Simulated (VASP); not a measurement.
Write the native input for VASP 6.6.1 that does the following.

- Task: single point
- Functional: LDA
- Potentials or basis: VASP PAW LDA potentials, release 64 (Cu)
- Cutoff: 520 eV
- k mesh: 24 × 24 × 24
- Occupations: fermi-dirac, width 0.15 eV
- Spin: no spin polarisation
- Dipole correction: no
- Further INCAR settings: ALGO = Normal; EDIFF = 1e-06; NBANDS = 12

The structure of Cu lies in POSCAR:

```
Cu
1.0
   -1.4278343439      1.4278343439      1.3413077452
    1.4278343439     -1.4278343439      1.3413077452
    1.4278343439      1.4278343439     -1.3413077452
Cu
1
Direct
    0.0000000000      0.0000000000      0.0000000000
```

The input as run:

INCAR

```
SYSTEM = Cu
ALGO     = Normal         ! electronic algorithm
EDIFF    = 1E-6           ! SCF threshold, eV
ENCUT    = 520            ! plane-wave cutoff, eV
GGA      = CA             ! functional
ISIF     = 2              ! what is computed and relaxed
ISMEAR   = -1             ! smearing method
LASPH    = .True.         ! aspherical terms in the spheres
LCHARG   = .True.         ! write CHGCAR
LELF     = .True.         ! ELF
LREAL    = .False.        ! projectors in reciprocal space
LVHAR    = .True.       
LWAVE    = .False.        ! write WAVECAR
NBANDS   = 12             ! bands
NELM     = 100            ! most SCF steps
PREC     = Accurate       ! precision mode
SIGMA    = 0.15           ! smearing width, eV
```

KPOINTS

```
k-points
0
Gamma
  24 24 24
  0 0 0
```

Potentials or basis: VASP PAW LDA potentials, release 64 (Cu).

The run is started by

```bash
$ cat potpaw_LDA.64/Cu/POTCAR > POTCAR
$ mpirun -np 1 vasp_std > vasp.out
```

It gave:

```
Pressure : 0.9 GPa
```

Run time: 62 s on 1 thread of AMD EPYC 9R14 (Zen 4), with other jobs on the host, peak memory 0.2 GiB.
